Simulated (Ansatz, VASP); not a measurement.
Two plane-wave programs on ZnSe

POSCAR

```
ZnSe
1.0
    0.0000000000      2.8321193536      2.8321193536
    2.8321193536      0.0000000000      2.8321193536
    2.8321193536      2.8321193536      0.0000000000
Zn Se
1 1
Direct
    0.0000000000      0.0000000000      0.0000000000
    0.2500000000      0.2500000000      0.2500000000
```

File INCAR.step1:

```
PREC = Accurate
ENCUT = 520
ISMEAR = -1
SIGMA = 0.05
LREAL = F
LASPH = T
NELM = 60
NBANDS = 16
GGA = PE
ALGO = Normal
EDIFF = 1E-4
LWAVE = T
LCHARG = F
```

INCAR.step2

```
PREC = Accurate
ENCUT = 520
EDIFF = 1E-7
ISMEAR = -1
SIGMA = 0.05
LREAL = F
LASPH = T
NELM = 60
ALGO = Normal
ISIF = 2
LWAVE = F
LCHARG = F
METAGGA = R2SCAN
LMIXTAU = T
NBANDS = 16
ISTART = 1
```

Contents of KPOINTS:

```
regular mesh
0
Gamma
  11 11 11
```

Input for Ansatz:

```yaml
crystal:
  lattice:
    - [0.0, 2.8321193536, 2.8321193536]
    - [2.8321193536, 0.0, 2.8321193536]
    - [2.8321193536, 2.8321193536, 0.0]
  atoms:
    - { symbol: Zn, position: [0.0, 0.0, 0.0] }
    - { symbol: Se, position: [0.25, 0.25, 0.25] }
kpoints:
  mp_grid: { grid: [11, 11, 11] }
  band_path:
    path:
      - [0.0, 0.0, 0.0]
      - [-0.5, -0.5, 0.0]
      - [-0.375, -0.375, 0.25]
      - [-0.375, 0.0, 0.375]
      - [0.0, 0.0, 0.0]
      - [0.0, 0.0, 0.5]
      - [-0.5, -0.25, 0.25]
      - [-0.5, -0.5, 0.0]
    npoints: 8
scf:
  occupations: { method: fermi_dirac, width: 0.05 }
hamiltonian:
  xc: r2scan
  pseudopotentials: { kind: paw }
output:
  forces: true
  stress: true
  eigenvalues: true
  populations: true
  dos: { projected: true, de: 0.2, e_range: [-14, 8] }
```

Change from the starting cell: volume scaled by 1, PAW files.

Alike in both runs: task single point; functional r2SCAN; k mesh 11 × 11 × 11; occupations fermi-dirac, width 0.05 eV; no spin polarisation.

|  | VASP | Ansatz |
| --- | --- | --- |
| version | VASP 6.6.1 | Ansatz 0.2.0 |
| potentials or method | VASP PAW PBE potentials, release 64 (Zn, Se) | PAW with Ansatz's default frozen-core files, scalar-relativistic |
| plane-wave cutoff (eV) | 520 | 500 |
| valence electrons in the cell | 18 | 28 |

Ansatz gave:

| Property | Result |
| --- | --- |
| gap on the k mesh at the Fermi level (eV) | 1.87 |
| pressure (GPa) | 0.0 |

Estimate VASP's values.

gap on the k mesh at the Fermi level (eV): 1.87; pressure (GPa): 0.1.

VASP's potentials were made for PBE, not for r2SCAN. The functional is the same, so the differences come from potentials, cutoffs and numerics. VASP's potentials hold 18 valence electrons a cell and Ansatz's 28, so a difference there can come from the potentials and not from the codes.
